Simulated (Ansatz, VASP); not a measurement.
Rh in VASP and in Ansatz

Contents of INCAR:

```
SYSTEM = Rh
PREC = Accurate
ENCUT = 520
EDIFF = 1E-6
ISMEAR = -1
SIGMA = 0.05
LREAL = .False.
LASPH = .True.
NELM = 60
ALGO = Fast
ISIF = 2
LWAVE = .False.
LCHARG = .False.
GGA = CA
NBANDS = 22
```

KPOINTS

```
Automatic mesh
0
Gamma
  11 11 6
  0 0 0
```

POSCAR

```
Rh
1.0
    2.7309790422      0.0000000000      0.0000000000
   -1.3654895211      2.3650972278      0.0000000000
    0.0000000000      0.0000000000      4.4284890000
Rh
2
Direct
    0.3333333333      0.6666666667      0.2500000000
    0.6666666667      0.3333333333      0.7500000000
```

File input.yaml:

```yaml
crystal:
  lattice:
    - [2.7309790422, 0.0, 0.0]
    - [-1.3654895211, 2.3650972278, 0.0]
    - [0.0, 0.0, 4.428489]
  atoms:
    - { symbol: Rh, position: [0.3333333333, 0.6666666667, 0.25] }
    - { symbol: Rh, position: [0.6666666667, 0.3333333333, 0.75] }
kpoints:
  mp_grid: { grid: [11, 11, 6] }
scf:
  occupations: { method: fermi_dirac, width: 0.05 }
hamiltonian:
  xc: lda
  pseudopotentials: { kind: all_electron, lapw: { basis_error: 0.001 } }
output:
  forces: true
  stress: true
  eigenvalues: true
```

Alike in both runs: task single point; functional LDA; k mesh 11 × 11 × 6; occupations fermi-dirac, width 0.05 eV; no spin polarisation.

```csv
,VASP,Ansatz
version,VASP 6.6.1,Ansatz 0.2.0
potentials or method,"VASP PAW LDA potentials, release 64 (Rh_pv), cutoff 520 eV","all-electron LAPW, scalar-relativistic"
```

```csv
,VASP,Ansatz,Ansatz less VASP
gap on the k mesh at the Fermi level (eV),none,none,-
pressure (GPa),-18.6,-19.4,-0.76
"traceless stress, the component that is largest in VASP (GPa)",-0.97,-0.99,-0.019
```

LDA's correlation is that of Perdew and Zunger in VASP and of Perdew and Wang (1992) in Ansatz. A gap of «none» marks a metal or a gap that the smearing closes. Ansatz ran all-electron here, and VASP with PAW potentials.
